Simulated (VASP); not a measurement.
# Hg (R-3m) in VASP: further runs, part 2 of 2

VASP 6.6.1.

### 3 Single point, LDA

INCAR reads:

```
PREC = Accurate ; ENCUT = 520
EDIFF = 1E-7 ; ISMEAR = 1
SIGMA = 0.3 ; LREAL = False
LASPH = True ; NELM = 60
ALGO = Normal ; ISIF = 2
LWAVE = False ; LCHARG = True
LELF = True ; LVHAR = True
NBANDS = 12
```

KPOINTS reads:

```
regular mesh
0
Gamma
  11 11 11
```

POSCAR reads:

```
Hg
1.0
    1.7463233735      1.0082402698      2.1478810803
   -1.7463233735      1.0082402698      2.1478810803
    0.0000000000     -2.0164805396      2.1478810803
Hg
1
Direct
    0.0000000000      1.0000000000      0.0000000000
```

Potentials or basis: VASP PAW LDA potentials, release 64 (Hg).

The run is started by

```
$ cat potpaw_LDA.64/Hg/POTCAR > POTCAR
$ mpirun -np 1 vasp_std > vasp.out
```

OUTCAR:

```text
PREC = Accurate
   ENCUT = 520
   EDIFF = 1E-7
   ISMEAR = 1
   LREAL = False
   LASPH = True
   NELM = 60
   ISIF = 2

 ion  position               nearest neighbor table
   1  0.000  0.000  0.000-

  LATTYP: Found a trigonal (rhomboedric) cell.
 ALAT       =     2.9461138643
 COS(alpha) =     0.2972833017

  Lattice vectors:

 A1 = (   1.7463233735,   1.0082402698,   2.1478810803)
 A2 = (  -1.7463233735,   1.0082402698,   2.1478810803)
 A3 = (   0.0000000000,  -2.0164805396,   2.1478810803)

Analysis of symmetry for initial positions (statically):
=====================================================================
 Subroutine PRICEL returns:
 Original cell was already a primitive cell.

 Routine SETGRP: Setting up the symmetry group for a
 trigonal (rhombohedral) supercell.

 Subroutine GETGRP returns: Found 12 space group operations
 (whereof 12 operations were pure point group operations)
 out of a pool of 12 trial point group operations.

The static configuration has the point symmetry D_3d.

Analysis of symmetry for dynamics (positions and initial velocities):
=====================================================================
 Subroutine PRICEL returns:
 Original cell was already a primitive cell.

 Routine SETGRP: Setting up the symmetry group for a
 trigonal (rhombohedral) supercell.

 Subroutine GETGRP returns: Found 12 space group operations
 (whereof 12 operations were pure point group operations)
 out of a pool of 12 trial point group operations.

The dynamic configuration has the point symmetry D_3d.

 Subroutine INISYM returns: Found 12 space group operations
 (whereof 12 operations are pure point group operations),
 and found     1 'primitive' translations

----------------------------------------------------------------------------------------

                                     Primitive cell

  volume of cell :      22.6908

[... 112 lines left out ...]
   LHFCALC =     F    Hartree Fock is set to
   AEXX    =    0.0000 exact exchange contribution
   IVDW    =     0    specifies the selected vdW correction
   LEPSILON=     F    determine dielectric tensor
   LRPA    =     F    only Hartree local field effects (RPA)
 non-spin polarized calculation
 Methfessel and Paxton  Order N= 1 SIGMA  =   0.30
  energy-cutoff  :      520.00
  volume of cell :       22.69
 maximum number of plane-waves:       631
 NGX is ok and might be reduce to    24
   NGX = 11   NGY = 11   NGZ = 11

 number of electron      12.0000003 magnetization

 Free energy of the ion-electron system (eV)
  ---------------------------------------------------
  ext. energy  EPLUGINS =         0.00000000
  ---------------------------------------------------
  free energy    TOTEN  =        -0.96638641 eV

  energy without entropy =       -0.96637495  energy(sigma->0) =       -0.96638259

 E-fermi :   2.8401     XC(G=0): -11.3630

 val. band max:        2.7348620802   @ k =  -0.2727   0.4545   0.2727
 cond. band min:       2.9321307712   @ k =  -0.4545   0.2727   0.0000
 fundamental gap:      0.1972686910
 Fermi energy:         2.8400824570

 k-point     1 :       0.0000    0.0000    0.0000
  band No.  band energies     occupation
      1      -6.6753      2.00000
      2      -5.1376      2.00000
      3      -5.1376      2.00000
      4      -3.4553      2.00000
      5      -3.3422      2.00000
      6      -3.3422      2.00000
      7      14.9037      0.00000
      8      15.3185      0.00000
      9      15.3185      0.00000
     10      19.9560      0.00000
     11      21.2921      0.00000
     12      21.2921      0.00000
[... 331 lines left out ...]
 k-point    24 :      -0.1818    0.1818    0.0000
  band No.  band energies     occupation
      1      -5.4037      2.00000
      2      -4.8256      2.00000
      3      -4.6243      2.00000
      4      -3.5049      2.00000
      5      -3.4968      2.00000
      6      -3.0154      2.00000
      7       9.2691      0.00000
      8      10.3991      0.00000
      9      17.4526      0.00000
     10      19.4758      0.00000
     11      21.2418      0.00000
     12      22.8170      0.00000

 [... further k-points ...]

------------------------ aborting loop because EDIFF is reached ----------------------------------------

  FORCE on cell =-STRESS in cart. coord.  units (eV):
  Direction    XX          YY          ZZ          XY          YZ          ZX
  --------------------------------------------------------------------------------------
  -------------------------------------------------------------------------------------
  Total        0.0808617      0.0808617      0.1622561     -0.0000000      0.0000000      0.0000000
  in kB        5.7095647      5.7095647     11.4567484     -0.0000000      0.0000000      0.0000000
  external PRESSURE =       7.6252926 kB  Pullay stress =       0.0000000 kB

 VOLUME and BASIS-vectors are now :
 -----------------------------------------------------------------------------
  energy-cutoff  :      520.00
  volume of cell :       22.69
      direct lattice vectors                 reciprocal lattice vectors
     1.746323374  1.008240270  2.147881080     0.286315815  0.165304513  0.155191708
    -1.746323374  1.008240270  2.147881080    -0.286315815  0.165304513  0.155191708
     0.000000000 -2.016480540  2.147881080     0.000000000 -0.330609026  0.155191708

 POSITION                                       TOTAL-FORCE (eV/Angst)
 -----------------------------------------------------------------------------------
      0.00000      0.00000      0.00000         0.000000     -0.000000      0.000000
 -----------------------------------------------------------------------------------
    total drift:                                0.000000      0.000000      0.000000

  FREE ENERGIE OF THE ION-ELECTRON SYSTEM (eV)
  ---------------------------------------------------
  free  energy   TOTEN  =        -0.9663864136 eV

  energy  without entropy=       -0.9663749519  energy(sigma->0) =       -0.96638259
```

OSZICAR:

```text
N       E                     dE             d eps       ncg     rms          rms(c)
DAV:   1     0.730403688855E+02    0.73040E+02   -0.66630E+03  3712   0.968E+02
DAV:   2     0.171752223728E+00   -0.72869E+02   -0.68524E+02  3820   0.231E+02
DAV:   3    -0.103458539743E+01   -0.12063E+01   -0.12057E+01  4168   0.328E+01
DAV:   4    -0.103575603576E+01   -0.11706E-02   -0.11706E-02  3900   0.107E+00
DAV:   5    -0.103575770303E+01   -0.16673E-05   -0.16674E-05  4164   0.386E-02    0.479E+00
DAV:   6    -0.974519393169E+00    0.61238E-01   -0.13838E-01  4140   0.424E+00    0.345E+00
DAV:   7    -0.967273553819E+00    0.72458E-02   -0.17138E-02  4144   0.122E+00    0.144E+00
DAV:   8    -0.966381580708E+00    0.89197E-03   -0.15508E-03  3772   0.555E-01    0.599E-02
DAV:   9    -0.966385477513E+00   -0.38968E-05   -0.27240E-06  4176   0.195E-02    0.149E-02
DAV:  10    -0.966386412572E+00   -0.93506E-06   -0.11580E-06  3784   0.131E-02    0.101E-03
DAV:  11    -0.966386413605E+00   -0.10332E-08   -0.11938E-08  2184   0.978E-04
   1 F= -.96638641E+00 E0= -.96638259E+00  d E =-.114617E-04
```

It took 30 s on 1 thread of Intel Xeon 8259CL, shared host; peak memory 0.16 GiB.

What came out:

```yaml
Free_energy: -0.9664 eV
Pressure: 0.8 GPa
Band_gap_on_the_k_mesh: zero (bands 6 and 7 overlap by 2.76 eV)
```

Levels at points of the mesh, in eV from the Fermi level:
```csv
k point,band 3,band 4,band 5,band 6,band 7,band 8,band 9,band 10
"(0.00, 0.00, 0.00)",-7.98,-6.30,-6.18,-6.18,12.06,12.48,12.48,17.12
```

Caveat: so wide a smearing shifts energies and pressures; spin-orbit coupling is left out, which moves the levels of the heavy elements.

### 4 Single point, LDA

INCAR reads:

```
PREC = Accurate ; ENCUT = 520
EDIFF = 1E-7 ; ISMEAR = 1
SIGMA = 0.6 ; LREAL = False
LASPH = True ; NELM = 80
ALGO = Normal ; ISIF = 2
LWAVE = False ; LCHARG = False
GGA = CA ; NBANDS = 12
```

KPOINTS reads:

```
Automatic mesh
0
Gamma
  11 11 11
```

POSCAR is that of step 3.

The run is started by

```
$ cat potpaw_LDA.64/Hg/POTCAR > POTCAR
$ mpirun -np 1 vasp_std > vasp.out
```

Run time: 25 s. Hardware: 1 thread of Intel Xeon 8259CL, shared host; peak memory 0.16 GiB.

It converged, with:

```yaml
Free_energy: -0.9665 eV
Pressure: 0.6 GPa
Band_gap_on_the_k_mesh: zero (bands 6 and 7 overlap by 2.76 eV)
```

Stress tensor (GPa, compression positive):
```
0.54 0.00 0.00
0.00 0.54 0.00
0.00 0.00 0.86
```

Levels at points of the mesh, in eV from the Fermi level:
```csv
k point,band 3,band 4,band 5,band 6,band 7,band 8,band 9,band 10
"(0.00, 0.00, 0.00)",-8.04,-6.36,-6.25,-6.25,12.00,12.42,12.42,17.05
```

Caveat: so wide a smearing shifts energies and pressures; spin-orbit coupling is left out, which moves the levels of the heavy elements.

### 5 The runs side by side

| smearing | gap on the mesh (eV) | pressure (GPa) |
| --- | --- | --- |
| methfessel-paxton 0.2 eV | none | 0.8 |
| methfessel-paxton 0.3 eV | none | 0.8 |
| methfessel-paxton 0.6 eV | none | 0.6 |

Alike in all rows: task single point; level LDA; potentials or basis VASP PAW LDA potentials, release 64 (Hg); no spin polarisation; cell as given; k mesh 11 × 11 × 11; cutoff (eV) 520.

Caveats: spin-orbit coupling is left out, which moves the levels of the heavy elements; so wide a smearing shifts energies and pressures (at least some runs).

Total energies depend on the potentials used, so only differences within one code and one set of settings carry meaning.

The gap in the log of VASP goes by the Fermi energy; the results here count the filled bands.